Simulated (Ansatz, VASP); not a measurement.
**SiC: VASP beside Ansatz**

The input INCAR:

```
ALGO = Normal ; EDIFF = 1E-6
ENCUT = 520 ; GGA = PE
ISIF = 2 ; ISMEAR = 0
LASPH = T ; LCHARG = T
LELF = T ; LREAL = F
LVHAR = T ; LWAVE = F
NBANDS = 11 ; NELM = 60
PREC = Accurate ; SIGMA = 0.05
```

KPOINTS

```
k-points
0
Gamma
  10 10 10
```

Contents of POSCAR:

```
SiC
1.0
   -0.0656959228      2.1898640927      2.1898640927
    2.1241681699      0.0000000000      2.1241681699
    2.1898640927      2.1898640927     -0.0656959228
Si C
1 1
Direct
    0.0000000000      0.0000000000      0.0000000000
    0.7500000000      0.7500000000      0.7500000000
```

Input for Ansatz:

```yaml
crystal:
  lattice:
    - [-0.0656959228, 2.1898640927, 2.1898640927]
    - [2.1241681699, 0.0, 2.1241681699]
    - [2.1898640927, 2.1898640927, -0.0656959228]
  atoms:
    - { symbol: Si, position: [0.0, 0.0, 0.0] }
    - { symbol: C, position: [0.75, 0.75, 0.75] }
basis:
  ecutwfc: 420
kpoints:
  mp_grid: { grid: [10, 10, 10] }
hamiltonian:
  xc: pbe
scf:
  occupations: { method: gaussian, width: 0.05 }
output:
  forces: true
  stress: true
  eigenvalues: true
```

Change from the starting cell: strain -0.0600 x Voigt [0, 0, 0, 0, 1, 0], atoms carried along.

Alike in both runs: task single point; functional PBE; k mesh 10 × 10 × 10; occupations gaussian, width 0.05 eV; no spin polarisation.

```csv
,VASP,Ansatz
version,VASP 6.6.1,Ansatz 0.2.0
potentials or method,"VASP PAW PBE potentials, release 64 (Si, C), cutoff 520 eV","scalar-relativistic, plane waves, PAW"
valence electrons in the cell,8,8
```

|  | VASP | Ansatz | Ansatz less VASP |
| --- | --- | --- | --- |
| gap on the k mesh at the Fermi level (eV) | 1.06 | 1.07 | +0.005 |
| least direct gap on the mesh (eV) | 3.92 | 3.93 | +0.006 |
| pressure (GPa) | 1.0 | 1.0 | +0.05 |
| traceless stress, the component that is largest in VASP (GPa) | 15.90 | 15.84 | -0.064 |
| rms of the force components (eV/Å) | 0.265 | 0.266 | +0.0003 |

Atom by atom the forces differ by 0.000 eV/Å (rms over components). With one functional, cell and mesh, what is left measures potentials, basis and numerics.
